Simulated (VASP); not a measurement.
Input of a VASP 6.6.1 run:

POSCAR

```
LiNbO3
1.0
    3.9331683584      0.0000000000      0.0000000000
    0.0000000000      3.9331683584      0.0000000000
    0.0000000000      0.0000000000      3.9331683584
Li Nb O
1 1 3
Direct
    0.0000000000      0.0000000000      0.0000000000
    0.5000000000      0.5000000000      0.5000000000
    0.5000000000      0.5000000000      0.0000000000
    0.5000000000      0.0000000000      0.5000000000
    0.0000000000      0.5000000000      0.5000000000
```

INCAR.step1

```
SYSTEM = LiNbO3
  ALGO = Normal
  EDIFF = 1E-4
  ENCUT = 520
  GGA = PE
  ISMEAR = 0
  LASPH = .True.
  LCHARG = .False.
  LREAL = .False.
  LWAVE = .True.
  NBANDS = 25
  NELM = 80
  PREC = Accurate
  SIGMA = 0.01
```

The input INCAR.step2:

```
SYSTEM = LiNbO3
  ALGO = Normal
  EDIFF = 1E-7
  ENCUT = 520
  ISIF = 2
  ISMEAR = 0
  ISTART = 1
  LASPH = .True.
  LCHARG = .False.
  LMIXTAU = .True.
  LREAL = .False.
  LWAVE = .False.
  METAGGA = R2SCAN
  NBANDS = 25
  NELM = 80
  PREC = Accurate
  SIGMA = 0.01
```

Contents of KPOINTS:

```
k-points
0
Gamma
  6 6 6
  0 0 0
```

Potentials or basis: VASP PAW PBE potentials, release 64 (Li_sv, Nb_sv, O).

Launch:

```console
$ cat potpaw_PBE.64/Li_sv/POTCAR potpaw_PBE.64/Nb_sv/POTCAR potpaw_PBE.64/O/POTCAR > POTCAR
$ cp INCAR.step1 INCAR
$ mpirun -np 1 vasp_std > vasp.out
$ cp INCAR.step2 INCAR
$ mpirun -np 1 vasp_std > vasp.out
```

Q: Estimate the band gap on the k mesh.

A: 2.11 eV, indirect (least direct gap 2.95 eV).

 A k mesh can miss the band edges.
